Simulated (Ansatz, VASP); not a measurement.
# NaCl in VASP and in Ansatz

```
CELL_PARAMETERS angstrom
0.00000 3.08727 3.08727
3.08727 0.00000 3.08727
3.08727 3.08727 0.00000
ATOMIC_POSITIONS crystal
Na 0.00000 0.00000 0.00000
Cl 0.25000 0.25000 0.25000
```

Alike in both runs: task single point; functional PBEsol; k mesh 6 × 6 × 6; no spin polarisation.

```csv
,VASP,Ansatz
version,VASP 6.6.1,Ansatz 0.2.0
potentials or method,"VASP PAW PBE potentials, release 64 (Na_pv, Cl)","plane waves, PAW"
plane-wave cutoff (eV),520,420
occupations,"gaussian, width 0.01 eV",fixed
valence electrons in the cell,14,16
```

```csv
,VASP,Ansatz,Ansatz less VASP
gap on the k mesh at the Fermi level (eV),4.84,4.84,+0.004
pressure (GPa),0.1,0.0,-0.03
```

VASP's potentials were made for PBE, not for PBEsol. VASP's potentials hold 14 valence electrons a cell and Ansatz's 16, so a difference there can come from the potentials and not from the codes.
